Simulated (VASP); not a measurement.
# W6Cl (Pmmm) in VASP: single point with PBE

Aim: the single point of W6Cl with PBE.

All numbers are computed with VASP 6.6.1; they aren't measurements. Logs are shortened: lines on timing, memory, paths and dates and some standing lists are left out, and cuts for length are marked.

### 1 The cell of the first run

Symmetry: Pmmm, No. 47, orthorhombic system. The conventional cell has a = 3.121 Å, b = 4.480 Å, c = 9.141 Å, α = 90.00°, β = 90.00°, γ = 90.00°. W (site symmetry mmm) has 14 W at 2.70 to 3.14 Å within 3.6 Å. Within 3.6 Å of W (site symmetry mm2) lie 10 W at 2.70 to 3.14 Å and 2 Cl at 2.84 Å. Within 3.6 Å of W (site symmetry mmm) lie 14 W at 2.70 to 3.14 Å. W (site symmetry mm2) has 10 W at 2.70 to 3.14 Å and 2 Cl at 3.26 Å within 3.6 Å. Within 3.7 Å of Cl (site symmetry mmm) lie 8 W at 2.84 to 3.26 Å and 2 Cl at 3.12 Å.

### 2 Single point, PBE

INCAR

```
SYSTEM = W6Cl
PREC = Accurate ; ENCUT = 520
EDIFF = 1E-7 ; ISMEAR = 0
SIGMA = 0.2 ; LREAL = .FALSE.
LASPH = .TRUE. ; NELM = 100
ALGO = Normal ; ISIF = 2
LWAVE = .FALSE. ; LCHARG = .FALSE.
GGA = PE ; NBANDS = 54
```

KPOINTS

```
Automatic mesh
0
G
  5 4 2
  0 0 0
```

POSCAR

```
W6Cl
1.0
    3.1212696369      0.0000000000      0.0000000000
    0.0000000000      4.4796608653      0.0000000000
    0.0000000000      0.0000000000      9.1406485794
W Cl
6 1
Direct
    0.0000000000      0.0000000000      0.0000000000
    0.5000000000      0.0000000000      0.7590129266
    0.5000000000      0.0000000000      0.2409870734
    0.5000000000      0.5000000000      0.0000000000
    0.0000000000      0.5000000000      0.2403899797
    0.0000000000      0.5000000000      0.7596100203
    0.0000000000      0.0000000000      0.5000000000
```

Potentials or basis: VASP PAW PBE potentials, release 64 (W_sv, Cl).

Launch:

```bash
$ cat potpaw_PBE.64/W_sv/POTCAR potpaw_PBE.64/Cl/POTCAR > POTCAR
$ mpirun -np 1 vasp_std > vasp.out
```

OUTCAR:

```text
SYSTEM = W6Cl
   PREC = Accurate
   ENCUT = 520
   EDIFF = 1E-7
   ISMEAR = 0
   LREAL = .FALSE.
   LASPH = .TRUE.
   NELM = 100
   ISIF = 2
   GGA = PE

 ion  position               nearest neighbor table
   1  0.000  0.000  0.000-   2 2.70   3 2.70   2 2.70   3 2.70   4 2.73   4 2.73   4 2.73   4 2.73
                             6 3.14   5 3.14   5 3.14   6 3.14
   2  0.500  0.000  0.759-   1 2.70   1 2.70   6 2.73   6 2.73   6 2.73   6 2.73   7 2.84   7 2.84
                             4 3.14   4 3.14
   3  0.500  0.000  0.241-   1 2.70   1 2.70   5 2.73   5 2.73   5 2.73   5 2.73   7 2.84   7 2.84
                             4 3.14   4 3.14
   4  0.500  0.500  0.000-   5 2.70   6 2.70   5 2.70   6 2.70   1 2.73   1 2.73   1 2.73   1 2.73
                             3 3.14   2 3.14   2 3.14   3 3.14
   5  0.000  0.500  0.240-   4 2.70   4 2.70   3 2.73   3 2.73   3 2.73   3 2.73   1 3.14   1 3.14

   6  0.000  0.500  0.760-   4 2.70   4 2.70   2 2.73   2 2.73   2 2.73   2 2.73   1 3.14   1 3.14

   7  0.000  0.000  0.500-   2 2.84   3 2.84   2 2.84   3 2.84

  LATTYP: Found a simple orthorhombic cell.
 ALAT       =     3.1212696369
 B/A-ratio  =     1.4352047040
 C/A-ratio  =     2.9285033473

  Lattice vectors:

 A1 = (   3.1212696369,   0.0000000000,   0.0000000000)
 A2 = (   0.0000000000,   4.4796608653,   0.0000000000)
 A3 = (   0.0000000000,   0.0000000000,   9.1406485794)

Analysis of symmetry for initial positions (statically):
=====================================================================
 Subroutine PRICEL returns:
 Original cell was already a primitive cell.

 Routine SETGRP: Setting up the symmetry group for a
 simple orthorhombic supercell.

 Subroutine GETGRP returns: Found  8 space group operations
 (whereof  8 operations were pure point group operations)
 out of a pool of  8 trial point group operations.

The static configuration has the point symmetry D_2h.

Analysis of symmetry for dynamics (positions and initial velocities):
=====================================================================
 Subroutine PRICEL returns:
 Original cell was already a primitive cell.

 Routine SETGRP: Setting up the symmetry group for a
 simple orthorhombic supercell.

 Subroutine GETGRP returns: Found  8 space group operations
 (whereof  8 operations were pure point group operations)
 out of a pool of  8 trial point group operations.

The dynamic configuration has the point symmetry D_2h.

 Subroutine INISYM returns: Found  8 space group operations
 (whereof  8 operations are pure point group operations),
 and found     1 'primitive' translations

----------------------------------------------------------------------------------------

                                     Primitive cell

  volume of cell :     127.8066

  direct lattice vectors                    reciprocal lattice vectors
     3.121269637  0.000000000  0.000000000     0.320382446  0.000000000  0.000000000
     0.000000000  4.479660865  0.000000000     0.000000000  0.223231184  0.000000000
     0.000000000  0.000000000  9.140648579     0.000000000  0.000000000  0.109401427

  length of vectors
     3.121269637  4.479660865  9.140648579     0.320382446  0.223231184  0.109401427

  position of ions in fractional coordinates (direct lattice)
     0.000000000  0.000000000  0.000000000
     0.500000000  0.000000000  0.759012927
     0.500000000  0.000000000  0.240987073
     0.500000000  0.500000000  0.000000000
     0.000000000  0.500000000  0.240389980
     0.000000000  0.500000000  0.759610020
     0.000000000  0.000000000  0.500000000

  ion indices of the primitive-cell ions
   primitive index   ion index
                 1           1
                 2           2
                 3           3
                 4           4
                 5           5
                 6           6
                 7           7

----------------------------------------------------------------------------------------

 KPOINTS: Automatic mesh

Automatic generation of k-mesh.
 Grid dimensions read from file:
 generate k-points for:    5    4    2

 Generating k-lattice:

  Cartesian coordinates                     Fractional coordinates (reciprocal lattice)
     0.064076489  0.000000000  0.000000000     0.200000000  0.000000000  0.000000000
     0.000000000  0.055807796  0.000000000     0.000000000  0.250000000  0.000000000
     0.000000000  0.000000000  0.054700714     0.000000000  0.000000000  0.500000000

  Length of vectors
     0.064076489  0.055807796  0.054700714

  Shift w.r.t. Gamma in fractional coordinates (k-lattice)
     0.000000000  0.000000000  0.000000000

 Subroutine IBZKPT returns following result:
 ===========================================

 Found     18 irreducible k-points:

 Following reciprocal coordinates:
            Coordinates               Weight
  0.000000  0.000000  0.000000      1.000000
  0.200000  0.000000  0.000000      2.000000
  0.400000  0.000000  0.000000      2.000000
  0.000000  0.250000  0.000000      2.000000
  0.200000  0.250000  0.000000      4.000000
  0.400000  0.250000  0.000000      4.000000
[... 10 lines left out ...]
  0.200000  0.500000  0.500000      2.000000
  0.400000  0.500000  0.500000      2.000000
   k-points           NKPTS =     18   k-points in BZ     NKDIM =     18   number of bands    NBANDS=     54
   number of dos      NEDOS =    301   number of ions     NIONS =      7
   total plane-waves  NPLWV =  60480
   dimension x,y,z NGX =    24 NGY =   36 NGZ =   70
   dimension x,y,z NGXF=    48 NGYF=   72 NGZF=  140
   ions per type =               6   1
   NGX,Y,Z   is equivalent  to a cutoff of  12.78, 13.36, 12.73 a.u.
   NGXF,Y,Z  is equivalent  to a cutoff of  25.57, 26.72, 25.46 a.u.
 SYSTEM =  W6Cl
   PREC   = accura    normal or accurate (medium, high low for compatibility)
   ISTART =      0    job   : 0-new  1-cont  2-samecut
   ICHARG =      2    charge: 1-file 2-atom 10-const
   ISPIN  =      1    spin polarized calculation?
   LNONCOLLINEAR =      F non collinear calculations
   LSORBIT =      F    spin-orbit coupling
   LASPH  =      T    aspherical Exc in radial PAW
   ENCUT  =  520.0 eV  38.22 Ry    6.18 a.u.   5.80  8.33 17.00*2*pi/ulx,y,z
   NELM   =    100;   NELMIN=  2; NELMDL= -5     # of ELM steps
   EDIFF  = 0.1E-06   stopping-criterion for ELM
   LREAL  =      F    real-space projection
   EDIFFG = 0.1E-05   stopping-criterion for IOM
   NSW    =      0    number of steps for IOM
   IBRION =     -1    ionic relax: 0-MD 1-quasi-New 2-CG
   NFREE  =      0    steps in history (QN), initial steepest desc. (CG)
   ISIF   =      2    stress and relaxation
   ISYM   =      2    0-nonsym 1-usesym 2-fastsym
   POTIM  = 0.5000    time-step for ionic-motion
   TEBEG  =    0.0;   TEEND  =   0.0 temperature during run
   PSTRESS=    0.0 pullay stress
   NELECT =      91.0000    total number of electrons
   NUPDOWN=      -1.0000    fix difference up-down
   EMIN   =  10.00;   EMAX   =-10.00  energy-range for DOS
   EFERMI =   0.00;   METHOD = LEGACY
   ISMEAR =     0;   SIGMA  =   0.20  broadening in eV -4-tet -1-fermi 0-gaus
   EFERMI_NEDOS =   21; number of points for ismear=-14 and -15
   IALGO  =     38    algorithm
   IMIX   =      4    mixing-type and parameters
     AMIX     =   0.40;   BMIX     =  1.00
     AMIX_MAG =   1.60;   BMIX_MAG =  1.00
  volume/ion in A,a.u.               =      18.26       123.21
  Fermi-wavevector in a.u.,A,eV,Ry     =   1.461855  2.762504 29.075903  2.137019
  Thomas-Fermi vector in A             =   2.578137
   LORBIT       =      0    0 simple, 1 ext, 2 COOP (PROOUT), +10 PAW based schemes
   GGA     = PE    functional components
   LHFCALC =     F    Hartree Fock is set to
   AEXX    =    0.0000 exact exchange contribution
   IVDW    =     0    specifies the selected vdW correction
   LEPSILON=     F    determine dielectric tensor
   LRPA    =     F    only Hartree local field effects (RPA)
 non-spin polarized calculation
 Gauss-broadening in eV      SIGMA  =   0.20
  energy-cutoff  :      520.00
  volume of cell :      127.81
 maximum number of plane-waves:      3454
 NGX is ok and might be reduce to    24
   NGX = 11   NGY = 17   NGZ = 33

 number of electron      91.0000012 magnetization

 Free energy of the ion-electron system (eV)
  ---------------------------------------------------
  ext. energy  EPLUGINS =         0.00000000
  ---------------------------------------------------
  free energy    TOTEN  =       -75.70262747 eV

  energy without entropy =      -75.62899962  energy(sigma->0) =      -75.66581355

 E-fermi :   8.9803     XC(G=0): -12.2092

 val. band max:        8.9799244656   @ k =   0.0000   0.5000   0.5000
 cond. band min:       8.9933447545   @ k =   0.4000   0.0000   0.5000
 fundamental gap:      0.0134202889
 Fermi energy:         8.9803054637

 k-point     1 :       0.0000    0.0000    0.0000
  band No.  band energies     occupation
      1     -65.1167      2.00000
      2     -65.0359      2.00000
      3     -65.0038      2.00000
      4     -64.9556      2.00000
      5     -64.9141      2.00000
      6     -64.8764      2.00000
[... 46 lines left out ...]
     53      11.4897      0.00000
     54      11.7546      0.00000

 k-point     2 :       0.2000    0.0000    0.0000
  band No.  band energies     occupation
      1     -65.0941      2.00000
      2     -65.0206      2.00000
      3     -64.9981      2.00000
      4     -64.9528      2.00000
      5     -64.9220      2.00000
      6     -64.8930      2.00000
[... 46 lines left out ...]
     53      11.4340      0.00000
     54      11.4640      0.00000

 k-point     3 :       0.4000    0.0000    0.0000
  band No.  band energies     occupation
      1     -65.0470      2.00000
      2     -64.9844      2.00000
      3     -64.9822      2.00000
      4     -64.9504      2.00000
      5     -64.9465      2.00000
      6     -64.9348      2.00000
[... 46 lines left out ...]
     53      11.7558      0.00000
     54      11.8438      0.00000
[... 742 lines left out ...]
 k-point    17 :       0.2000    0.5000    0.5000
  band No.  band energies     occupation
      1     -65.0622      2.00000
      2     -65.0024      2.00000
      3     -64.9733      2.00000
      4     -64.9697      2.00000
      5     -64.9541      2.00000
      6     -64.9198      2.00000
[... 46 lines left out ...]
     53      11.0386      0.00000
     54      11.2697      0.00000

 k-point    18 :       0.4000    0.5000    0.5000
  band No.  band energies     occupation
      1     -65.0403      2.00000
      2     -64.9727      2.00000
      3     -64.9673      2.00000
      4     -64.9639      2.00000
      5     -64.9636      2.00000
      6     -64.9374      2.00000
[... 46 lines left out ...]
     53      11.3599      0.00000
     54      11.6482      0.00000

------------------------ aborting loop because EDIFF is reached ----------------------------------------

  FORCE on cell =-STRESS in cart. coord.  units (eV):
  Direction    XX          YY          ZZ          XY          YZ          ZX
  --------------------------------------------------------------------------------------
  -------------------------------------------------------------------------------------
  Total        0.9082911      0.2078973      0.1348968      0.0000000      0.0000000      0.0000000
  in kB       11.3862895      2.6061899      1.6910594      0.0000000      0.0000000      0.0000000
  external PRESSURE =       5.2278463 kB  Pullay stress =       0.0000000 kB

 VOLUME and BASIS-vectors are now :
 -----------------------------------------------------------------------------
  energy-cutoff  :      520.00
  volume of cell :      127.81
      direct lattice vectors                 reciprocal lattice vectors
     3.121269637  0.000000000  0.000000000     0.320382446  0.000000000  0.000000000
     0.000000000  4.479660865  0.000000000     0.000000000  0.223231184  0.000000000
     0.000000000  0.000000000  9.140648579     0.000000000  0.000000000  0.109401427

 POSITION                                       TOTAL-FORCE (eV/Angst)
 -----------------------------------------------------------------------------------
      0.00000      0.00000      0.00000         0.000000      0.000000      0.000000
      1.56063      0.00000      6.93787         0.000000      0.000000     -0.014749
      1.56063      0.00000      2.20278         0.000000     -0.000000      0.014749
      1.56063      2.23983      0.00000         0.000000      0.000000      0.000000
      0.00000      2.23983      2.19732         0.000000      0.000000     -0.013698
      0.00000      2.23983      6.94333         0.000000      0.000000      0.013698
      0.00000      0.00000      4.57032         0.000000      0.000000      0.000000
 -----------------------------------------------------------------------------------
    total drift:                                0.000000     -0.000000      0.000000

  FREE ENERGIE OF THE ION-ELECTRON SYSTEM (eV)
  ---------------------------------------------------
  free  energy   TOTEN  =       -75.7026274681 eV

  energy  without entropy=      -75.6289996223  energy(sigma->0) =      -75.66581355
```

Run time: 59 s. Hardware: 1 thread of Intel Xeon 6975P-C (Granite Rapids), shared host; peak memory 0.27 GiB.

Results:

* Free energy: -75.7026 eV
* Pressure: 0.5 GPa
* Largest force: 0.015 eV/Å

Forces on the atoms (eV/Å):
```
W    0.000  0.000  0.000
W    0.000  0.000 -0.015
W    0.000  0.000  0.015
W    0.000  0.000  0.000
W    0.000  0.000 -0.014
W    0.000  0.000  0.014
Cl   0.000  0.000  0.000
```

Caveat: the k points lie up to 0.40 Å⁻¹ apart; spin-orbit coupling is left out, which moves the levels of the heavy elements; an odd number of electrons without spin polarisation forces a metal; a magnetic or distorted state may lie lower.
